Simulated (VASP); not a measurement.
Wanted: the native input for a VASP 6.6.1 run.

```
Task                   : electric field gradients
Functional             : r2SCAN
Potentials or basis    : VASP PAW PBE potentials, release 64 (Tl_d)
Cutoff                 : 520 eV
k mesh                 : 11 × 11 × 6
Occupations            : fermi-dirac, width 0.05 eV
Spin                   : no spin polarisation
Dipole correction      : no
Further INCAR settings : ALGO = Normal; EDIFF = 1e-08; NBANDS = 20
```

Tl:

```
Tl
1.0
     3.45600    0.00000    0.00000
    -1.72800    2.99298    0.00000
     0.00000    0.00000    5.52500
Tl
2
Direct
  0.33333 0.66667 0.25000
  0.66667 0.33333 0.75000
```

These files were run (other wordings do the same):

POSCAR

```
Tl
1.0
    3.4559983565      0.0000000000      0.0000000000
   -1.7279991783      2.9929823722      0.0000000000
    0.0000000000      0.0000000000      5.5250000000
Tl
2
Direct
    0.3333333333      0.6666666667      0.2500000000
    0.6666666667      0.3333333333      0.7500000000
```

INCAR.step1

```
SYSTEM = Tl
  PREC = Accurate
  ENCUT = 520
  ISMEAR = -1
  SIGMA = 0.05
  LREAL = .FALSE.
  LASPH = .TRUE.
  NELM = 80
  NBANDS = 20
  GGA = PE
  ALGO = Normal
  EDIFF = 1E-4
  LWAVE = .TRUE.
  LCHARG = .FALSE.
```

INCAR.step2

```
SYSTEM = Tl
  PREC = Accurate
  ENCUT = 520
  EDIFF = 1E-8
  ISMEAR = -1
  SIGMA = 0.05
  LREAL = .FALSE.
  LASPH = .TRUE.
  NELM = 80
  ALGO = Normal
  ISIF = 2
  LWAVE = .FALSE.
  LCHARG = .FALSE.
  METAGGA = R2SCAN
  LMIXTAU = .TRUE.
  LEFG = .TRUE.
  NBANDS = 20
  ISTART = 1
```

KPOINTS

```
Automatic mesh
0
G
  11 11 6
  0 0 0
```

Potentials or basis: VASP PAW PBE potentials, release 64 (Tl_d).

Command:

```sh
$ cat potpaw_PBE.64/Tl_d/POTCAR > POTCAR
$ cp INCAR.step1 INCAR
$ mpirun -np 1 vasp_std > vasp.out
$ cp INCAR.step2 INCAR
$ mpirun -np 1 vasp_std > vasp.out
```

Results of the run:

```
Pressure               : 1.9 GPa
Band gap on the k mesh : zero (band 13 reaches 10.21 eV, above the bottom of band 14 at 4.38 eV)
```

Caveat: without QUAD_EFG the Cq values of the log hold for a quadrupole moment of 1 mb, not for the nuclei; the PAW data sets were made with another functional, which shifts forces and pressure a little; spin-orbit coupling is left out, which moves the levels of the heavy elements.

Run time: 9.9 min on 1 thread of AMD EPYC 7R13, on a shared host, peak memory 0.19 GiB.
